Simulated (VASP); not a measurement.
# MnPt2 (P-3m1) in VASP: notebook

Aim: see how the results for MnPt2 move with the level of theory and the settings. Levels: PBEsol, LDA. Tasks: single point.

Everything below comes from runs of VASP 6.6.1. Logs are shortened: lines on timing, memory, paths and dates and some standing lists are left out, and cuts for length are marked.

### 1 The cell of the first run

The structure is trigonal, space group P-3m1 (No. 164). The conventional cell has a = 2.858 Å, b = 2.858 Å, c = 6.533 Å, α = 90.00°, β = 90.00°, γ = 120.00°. Pt (site symmetry 3m) has 3 Mn at 2.64 Å and 9 Pt at 2.86 to 2.91 Å within 3.5 Å. Mn (site symmetry -3m) has 6 Pt at 2.64 Å and 6 Mn at 2.86 Å within 3.5 Å.

### 2 Single point, PBEsol, collinear spin, ferromagnetic start

Input file INCAR:

```
  ALGO = Fast
  EDIFF = 1E-6
  ENCUT = 520
  GGA = PS
  ISIF = 2
  ISMEAR = -1
  ISPIN = 2
  LASPH = T
  LCHARG = F
  LMAXMIX = 4
  LORBIT = 11
  LREAL = F
  LWAVE = F
  MAGMOM = 0 0 4
  NBANDS = 28
  NELM = 150
  PREC = Accurate
  SIGMA = 0.05
```

Input file KPOINTS:

```
k-points
0
Gamma
  11 11 4
```

Input file POSCAR:

```
MnPt2
1.0
    2.8584044518      0.0000000000      0.0000000000
   -1.4292022259      2.4754508696      0.0000000000
    0.0000000000      0.0000000000      6.5325040000
Pt Mn
2 1
Direct
    0.6666666667      0.3333333333      0.3162060000
    0.3333333333      0.6666666667      0.6837940000
    0.0000000000      0.0000000000      0.0000000000
```

Potentials or basis: VASP PAW PBE potentials, release 64 (Pt, Mn_pv).

Started as:

```console
cat potpaw_PBE.64/Pt/POTCAR potpaw_PBE.64/Mn_pv/POTCAR > POTCAR
mpirun -np 1 vasp_std > vasp.out
```

OUTCAR:

```text
EDIFF = 1E-6
   ENCUT = 520
   GGA = PS
   ISIF = 2
   ISMEAR = -1
   ISPIN = 2
   LASPH = T
   LORBIT = 11
   LREAL = F
   NELM = 150
   PREC = Accurate

 ion  position               nearest neighbor table
   1  0.667  0.333  0.316-   3 2.64   3 2.64   3 2.64   2 2.91   2 2.91   2 2.91
   2  0.333  0.667  0.684-   3 2.64   3 2.64   3 2.64   1 2.91   1 2.91   1 2.91
   3  0.000  0.000  0.000-   1 2.64   2 2.64   1 2.64   2 2.64   1 2.64   2 2.64

  LATTYP: Found a hexagonal cell.
 ALAT       =     2.8584044518
 C/A-ratio  =     2.2853672775

  Lattice vectors:

 A1 = (   2.8584044518,   0.0000000000,   0.0000000000)
 A2 = (  -1.4292022259,   2.4754508696,   0.0000000000)
 A3 = (   0.0000000000,   0.0000000000,   6.5325040000)

Analysis of symmetry for initial positions (statically):
=====================================================================
 Subroutine PRICEL returns:
 Original cell was already a primitive cell.

 Routine SETGRP: Setting up the symmetry group for a
 hexagonal supercell.

 Subroutine GETGRP returns: Found 12 space group operations
 (whereof 12 operations were pure point group operations)
 out of a pool of 24 trial point group operations.

The static configuration has the point symmetry D_3d.

Analysis of symmetry for dynamics (positions and initial velocities):
=====================================================================
 Subroutine PRICEL returns:
 Original cell was already a primitive cell.

 Routine SETGRP: Setting up the symmetry group for a
 hexagonal supercell.

 Subroutine GETGRP returns: Found 12 space group operations
 (whereof 12 operations were pure point group operations)
 out of a pool of 24 trial point group operations.

The dynamic configuration has the point symmetry D_3d.

Analysis of structural, dynamic, and magnetic symmetry:
=====================================================================
 Subroutine PRICEL returns:
 Original cell was already a primitive cell.

 Routine SETGRP: Setting up the symmetry group for a
 hexagonal supercell.

 Subroutine GETGRP returns: Found 12 space group operations
 (whereof 12 operations were pure point group operations)
 out of a pool of 24 trial point group operations.

The overall configuration has the point symmetry D_3d.

 Subroutine INISYM returns: Found 12 space group operations
 (whereof 12 operations are pure point group operations),
 and found     1 'primitive' translations

----------------------------------------------------------------------------------------

                                     Primitive cell

  volume of cell :      46.2230

  direct lattice vectors                    reciprocal lattice vectors
     2.858404452  0.000000000  0.000000000     0.349845523  0.201983407  0.000000000
    -1.429202226  2.475450870  0.000000000     0.000000000  0.403966814  0.000000000
     0.000000000  0.000000000  6.532504000     0.000000000  0.000000000  0.153080656

  length of vectors
     2.858404452  2.858404452  6.532504000     0.403966814  0.403966814  0.153080656

  position of ions in fractional coordinates (direct lattice)
     0.666666667  0.333333333  0.316206000
     0.333333333  0.666666667  0.683794000
     0.000000000  0.000000000  0.000000000

  ion indices of the primitive-cell ions
   primitive index   ion index
                 1           1
                 2           2
                 3           3

----------------------------------------------------------------------------------------

 KPOINTS: k-points

Automatic generation of k-mesh.
 Grid dimensions read from file:
 generate k-points for:   11   11    4

 Generating k-lattice:

  Cartesian coordinates                     Fractional coordinates (reciprocal lattice)
     0.031804138  0.018362128  0.000000000     0.090909091  0.000000000  0.000000000
     0.000000000  0.036724256  0.000000000     0.000000000  0.090909091  0.000000000
     0.000000000  0.000000000  0.038270164     0.000000000  0.000000000  0.250000000

  Length of vectors
     0.036724256  0.036724256  0.038270164

  Shift w.r.t. Gamma in fractional coordinates (k-lattice)
     0.000000000  0.000000000  0.000000000

 Subroutine IBZKPT returns following result:
 ===========================================

 Found     58 irreducible k-points:

 Following reciprocal coordinates:
            Coordinates               Weight
  0.000000  0.000000  0.000000      1.000000
  0.090909  0.000000  0.000000      6.000000
  0.181818  0.000000  0.000000      6.000000
  0.272727  0.000000  0.000000      6.000000
  0.363636  0.000000  0.000000      6.000000
  0.454545  0.000000  0.000000      6.000000
[... 16 lines left out ...]
  0.000000  0.272727  0.250000      6.000000
  0.363636  0.000000  0.250000      6.000000
 [... further k-points ...]
   k-points           NKPTS =     58   k-points in BZ     NKDIM =     58   number of bands    NBANDS=     28
   number of dos      NEDOS =    301   number of ions     NIONS =      3
   total plane-waves  NPLWV =  28800
   dimension x,y,z NGX =    24 NGY =   24 NGZ =   50
   dimension x,y,z NGXF=    48 NGYF=   48 NGZF=  100
   ions per type =               2   1
   NGX,Y,Z   is equivalent  to a cutoff of  13.96, 13.96, 12.72 a.u.
   NGXF,Y,Z  is equivalent  to a cutoff of  27.92, 27.92, 25.45 a.u.
 SYSTEM =  unknown system
   PREC   = accura    normal or accurate (medium, high low for compatibility)
   ISTART =      0    job   : 0-new  1-cont  2-samecut
   ICHARG =      2    charge: 1-file 2-atom 10-const
   ISPIN  =      2    spin polarized calculation?
   LNONCOLLINEAR =      F non collinear calculations
   LSORBIT =      F    spin-orbit coupling
   LASPH  =      T    aspherical Exc in radial PAW
   ENCUT  =  520.0 eV  38.22 Ry    6.18 a.u.   5.31  5.31 12.15*2*pi/ulx,y,z
   NELM   =    150;   NELMIN=  2; NELMDL= -5     # of ELM steps
   EDIFF  = 0.1E-05   stopping-criterion for ELM
   LREAL  =      F    real-space projection
   EDIFFG = 0.1E-04   stopping-criterion for IOM
   NSW    =      0    number of steps for IOM
   IBRION =     -1    ionic relax: 0-MD 1-quasi-New 2-CG
   NFREE  =      0    steps in history (QN), initial steepest desc. (CG)
   ISIF   =      2    stress and relaxation
   ISYM   =      2    0-nonsym 1-usesym 2-fastsym
   POTIM  = 0.5000    time-step for ionic-motion
   TEBEG  =    0.0;   TEEND  =   0.0 temperature during run
   PSTRESS=    0.0 pullay stress
   NELECT =      33.0000    total number of electrons
   NUPDOWN=      -1.0000    fix difference up-down
   EMIN   =  10.00;   EMAX   =-10.00  energy-range for DOS
   EFERMI =   0.00;   METHOD = LEGACY
   ISMEAR =    -1;   SIGMA  =   0.05  broadening in eV -4-tet -1-fermi 0-gaus
   EFERMI_NEDOS =   21; number of points for ismear=-14 and -15
   IALGO  =     68    algorithm
   IMIX   =      4    mixing-type and parameters
     AMIX     =   0.40;   BMIX     =  1.00
     AMIX_MAG =   1.60;   BMIX_MAG =  1.00
  volume/ion in A,a.u.               =      15.41       103.98
  Fermi-wavevector in a.u.,A,eV,Ry     =   1.463166  2.764983 29.128095  2.140855
  Thomas-Fermi vector in A             =   2.579293
   LORBIT       =     11    0 simple, 1 ext, 2 COOP (PROOUT), +10 PAW based schemes
   GGA     = PS    functional components
   LHFCALC =     F    Hartree Fock is set to
   AEXX    =    0.0000 exact exchange contribution
   IVDW    =     0    specifies the selected vdW correction
   LEPSILON=     F    determine dielectric tensor
   LRPA    =     F    only Hartree local field effects (RPA)
 spin polarized calculation
 RMM-DIIS sequential band-by-band and
  energy-cutoff  :      520.00
  volume of cell :       46.22
 maximum number of plane-waves:      1260
 NGX is ok and might be reduce to    24
   NGX = 11   NGY = 11   NGZ = 25

 number of electron      32.9999989 magnetization       4.5221027

 Free energy of the ion-electron system (eV)
  ---------------------------------------------------
  ext. energy  EPLUGINS =         0.00000000
  ---------------------------------------------------
  free energy    TOTEN  =       -23.95504644 eV

  energy without entropy =      -23.93435094  energy(sigma->0) =      -23.94469869

 E-fermi :   9.3665     XC(G=0): -12.9920

 val. band max:        9.3657264073   @ k =  -0.0909   0.4545   0.2500
 cond. band min:       9.4110484989   @ k =   0.0000   0.4545   0.2500
 fundamental gap:      0.0453220916
 Fermi energy:         9.3665210311

 spin component 1

 k-point     1 :       0.0000    0.0000    0.0000
  band No.  band energies     occupation
      1     -40.2318      1.00000
      2     -40.2158      1.00000
      3     -40.2158      1.00000
      4       0.0006      1.00000
      5       2.3353      1.00000
      6       3.5072      1.00000
[... 20 lines left out ...]
     27      28.2579      0.00000
     28      28.2658      0.00000
[... 683 lines left out ...]
 k-point    24 :       0.3636    0.0000    0.2500
  band No.  band energies     occupation
      1     -40.3248      1.00000
      2     -40.2428      1.00000
      3     -40.2181      1.00000
      4       2.7580      1.00000
      5       3.3488      1.00000
      6       3.8760      1.00000
[... 20 lines left out ...]
     27      23.3043      0.00000
     28      24.7991      0.00000

 [... further k-points ...]

 spin component 2

 k-point     1 :       0.0000    0.0000    0.0000
  band No.  band energies     occupation
      1     -36.3259      1.00000
      2     -36.2241      1.00000
      3     -36.2241      1.00000
      4       0.2699      1.00000
      5       2.4883      1.00000
      6       4.3019      1.00000
[... 20 lines left out ...]
     27      28.9905      0.00000
     28      29.0146      0.00000
[... 683 lines left out ...]
 k-point    24 :       0.3636    0.0000    0.2500
  band No.  band energies     occupation
      1     -36.3509      1.00000
      2     -36.3090      1.00000
      3     -36.2551      1.00000
      4       3.0801      1.00000
      5       3.6674      1.00000
      6       4.2011      1.00000
[... 20 lines left out ...]
     27      23.8588      0.00000
     28      25.2791      0.00000

 [... further k-points ...]
[... 5 lines left out ...]
  --------------------------------------------------------------------------------------
  -------------------------------------------------------------------------------------
  Total       -2.9834207     -2.9834207     -2.1160494      0.0000000     -0.0000000      0.0000000
  in kB     -103.4111593   -103.4111593    -73.3463846      0.0000000     -0.0000000      0.0000000
  external PRESSURE =     -93.3895677 kB  Pullay stress =       0.0000000 kB

 VOLUME and BASIS-vectors are now :
 -----------------------------------------------------------------------------
  energy-cutoff  :      520.00
  volume of cell :       46.22
      direct lattice vectors                 reciprocal lattice vectors
     2.858404452  0.000000000  0.000000000     0.349845523  0.201983407  0.000000000
    -1.429202226  2.475450870  0.000000000     0.000000000  0.403966814  0.000000000
     0.000000000  0.000000000  6.532504000     0.000000000  0.000000000  0.153080656

 POSITION                                       TOTAL-FORCE (eV/Angst)
 -----------------------------------------------------------------------------------
      1.42920      0.82515      2.06562         0.000000      0.000000      0.039140
     -0.00000      1.65030      4.46689        -0.000000      0.000000     -0.039140
      0.00000      0.00000      0.00000        -0.000000      0.000000      0.000000
 -----------------------------------------------------------------------------------
    total drift:                               -0.000000     -0.000000     -0.000000

  FREE ENERGIE OF THE ION-ELECTRON SYSTEM (eV)
  ---------------------------------------------------
  free  energy   TOTEN  =       -23.9550464401 eV

  energy  without entropy=      -23.9343509384  energy(sigma->0) =      -23.94469869

 total charge

# of ion       s       p       d       tot
------------------------------------------
    1        0.643   0.532   8.035   9.211
    2        0.643   0.532   8.035   9.211
    3        0.322   6.269   4.961  11.552
--------------------------------------------------
tot          1.608   7.333  21.032  29.973

 magnetization (x)

# of ion       s       p       d       tot
------------------------------------------
    1       -0.017  -0.000   0.314   0.297
    2       -0.017  -0.000   0.314   0.297
    3        0.015   0.025   3.698   3.739
--------------------------------------------------
tot         -0.018   0.025   4.326   4.333
```

It took 2.2 min on 1 thread of Intel Xeon Platinum 8488C (Sapphire Rapids), shared host; peak memory 0.27 GiB.

What came out:

```yaml
Free_energy: -23.9550 eV
Pressure: -9.3 GPa
Largest_force: 0.039 eV/Å
Net_moment: 4.52 μB per cell
Site_moments: Pt +0.30; Mn +3.74 μB
Valence_electrons_inside_the_program's_atomic_spheres: Pt 9.21; Mn 11.55
```

Forces on the atoms (eV/Å):
```
Pt   0.000  0.000  0.039
Pt   0.000  0.000 -0.039
Mn   0.000  0.000  0.000
```

Caveat: the PAW data sets were made with another functional, which shifts forces and pressure a little; spin-orbit coupling is left out, which moves the levels of the heavy elements.

### 3 Single point, PBEsol, collinear spin, ferromagnetic start (volume scaled by 1.02)

Input file INCAR:

```
SYSTEM = MnPt2
  ALGO = Fast
  EDIFF = 1E-6
  ENCUT = 520
  GGA = PS
  ISIF = 2
  ISMEAR = -1
  ISPIN = 2
  LASPH = .TRUE.
  LCHARG = .FALSE.
  LMAXMIX = 4
  LORBIT = 11
  LREAL = .FALSE.
  LWAVE = .FALSE.
  MAGMOM = 0 0 4
  NBANDS = 28
  NELM = 150
  PREC = Accurate
  SIGMA = 0.05
```

Input file KPOINTS:

```
k-points
0
G
  11 11 4
  0 0 0
```

Input file POSCAR:

```
MnPt2
1.0
    2.8773348343      0.0000000000      0.0000000000
   -1.4386674171      2.4918450617      0.0000000000
    0.0000000000      0.0000000000      6.5757668767
Pt Mn
2 1
Direct
    0.6666666667      0.3333333333      0.3162060000
    0.3333333333      0.6666666667      0.6837940000
    0.0000000000      0.0000000000      0.0000000000
```

Potentials or basis: VASP PAW PBE potentials, release 64 (Pt, Mn_pv).

Started as:

```console
cat potpaw_PBE.64/Pt/POTCAR potpaw_PBE.64/Mn_pv/POTCAR > POTCAR
mpirun -np 1 vasp_std > vasp.out
```

Wall time 1.9 min (1 thread of Intel Xeon Platinum 8488C (Sapphire Rapids), shared host); peak memory 0.27 GiB.

Results (log left out):

```yaml
Free_energy: -23.8932 eV
Pressure: -12.4 GPa
Net_moment: 4.59 μB per cell
Site_moments: Pt +0.30; Mn +3.79 μB
Valence_electrons_inside_the_program's_atomic_spheres: Pt 9.17; Mn 11.52
```

Stress tensor (GPa, compression positive):
```
-13.14   0.00   0.00
  0.00 -13.14   0.00
  0.00   0.00 -10.78
```

Levels at points of the mesh, in eV from the Fermi level:
Spin up:
```
           k point  band 16  band 17  band 18  band 19  band 20  band 21  band 22  band 23
(0.00, 0.00, 0.00)    -1.57    -1.57    -1.04    -1.04    -0.83    -0.83     9.87    10.91
(0.00, 0.00, 0.50)    -1.74    -1.71    -1.71    -0.16    -0.16     0.22     5.87    14.26
```
Spin down:
```
           k point  band 12  band 13  band 14  band 15  band 16  band 17  band 18  band 19
(0.00, 0.00, 0.00)    -2.31    -1.80    -1.80    -0.87    -0.87     0.74     1.35     1.35
(0.00, 0.00, 0.50)    -1.51    -1.51    -1.35    -1.35     0.32     0.52     1.39     1.39
```

Caveat: the PAW data sets were made with another functional, which shifts forces and pressure a little; spin-orbit coupling is left out, which moves the levels of the heavy elements.

### 4 Single point, LDA, collinear spin, ferromagnetic start (volume scaled by 1.04)

Input file INCAR:

```
  ALGO = Normal
  EDIFF = 1E-6
  ENCUT = 520
  ISIF = 2
  ISMEAR = -1
  ISPIN = 2
  LASPH = True
  LCHARG = False
  LMAXMIX = 4
  LORBIT = 11
  LREAL = False
  LWAVE = False
  MAGMOM = 0 0 4
  NBANDS = 28
  NELM = 150
  PREC = Accurate
  SIGMA = 0.05
```

Input file KPOINTS:

```
k-points
0
Gamma
  11 11 4
```

Input file POSCAR:

```
MnPt2
1.0
    2.8960193503      0.0000000000      0.0000000000
   -1.4480096751      2.5080263272      0.0000000000
    0.0000000000      0.0000000000      6.6184678581
Pt Mn
2 1
Direct
    0.6666666667      0.3333333333      0.3162060000
    0.3333333333      0.6666666667      0.6837940000
    0.0000000000      0.0000000000      0.0000000000
```

Potentials or basis: VASP PAW LDA potentials, release 64 (Pt, Mn_pv).

Started as:

```console
cat potpaw_LDA.64/Pt/POTCAR potpaw_LDA.64/Mn_pv/POTCAR > POTCAR
mpirun -np 1 vasp_std > vasp.out
```

It took 2 min on 1 thread of Intel Xeon Platinum 8488C (Sapphire Rapids), shared host; peak memory 0.24 GiB.

The run converged. Its results:

- Free energy: -24.7423 eV
- Pressure: -20.8 GPa
- Largest force: 0.168 eV/Å
- Net moment: 4.39 μB per cell
- Site moments: Pt +0.27; Mn +3.65 μB
- Valence electrons inside the program's atomic spheres: Pt 9.14; Mn 11.52

Forces in eV/Å, atoms in the order of the input:
```
Pt   0.000  0.000 -0.168
Pt   0.000  0.000  0.168
Mn   0.000  0.000  0.000
```

Stress tensor (GPa, compression positive):
```
-21.32   0.00   0.00
  0.00 -21.32   0.00
  0.00   0.00 -19.69
```

Levels at points of the mesh, in eV from the Fermi level:
Spin up:
| k point | band 17 | band 18 | band 19 | band 20 | band 21 | band 22 |
| --- | --- | --- | --- | --- | --- | --- |
| (0.00, 0.00, 0.00) | -1.38 | -1.00 | -1.00 | -0.70 | -0.70 | 9.82 |
| (0.00, 0.00, 0.50) | -1.53 | -1.53 | -0.08 | -0.08 | 0.36 | 5.84 |
Spin down:
| k point | band 13 | band 14 | band 15 | band 16 | band 17 | band 18 |
| --- | --- | --- | --- | --- | --- | --- |
| (0.00, 0.00, 0.00) | -1.76 | -1.76 | -0.84 | -0.84 | 0.58 | 1.16 |
| (0.00, 0.00, 0.50) | -1.47 | -1.33 | -1.33 | 0.16 | 0.68 | 1.19 |

Caveat: spin-orbit coupling is left out, which moves the levels of the heavy elements.

### 5 Overview

| level | potentials or basis | cell | gap on the mesh (eV) | pressure (GPa) | moment (μB) | largest force (eV/Å) |
| --- | --- | --- | --- | --- | --- | --- |
| PBEsol | VASP PAW PBE potentials, release 64 (Pt, Mn_pv) | a = 2.858, b = 2.858, c = 6.533 Å, angles 90.0, 90.0, 120.0°, 3 atoms | none | -9.3 | 4.52 | 0.04 |
| PBEsol | VASP PAW PBE potentials, release 64 (Pt, Mn_pv) | a = 2.877, b = 2.877, c = 6.576 Å, angles 90.0, 90.0, 120.0°, 3 atoms | none | -12.4 | 4.59 | - |
| LDA | VASP PAW LDA potentials, release 64 (Pt, Mn_pv) | a = 2.896, b = 2.896, c = 6.618 Å, angles 90.0, 90.0, 120.0°, 3 atoms | none | -20.8 | 4.39 | 0.17 |

Alike in all rows: task single point; spin collinear, ferromagnetic start; k mesh 11 × 11 × 4; cutoff (eV) 520; smearing fermi-dirac 0.05 eV.

Caveats: spin-orbit coupling is left out, which moves the levels of the heavy elements; the PAW data sets were made with another functional, which shifts forces and pressure a little (some runs).

Total energies depend on the potentials used, so only differences within one code and one set of settings carry meaning.
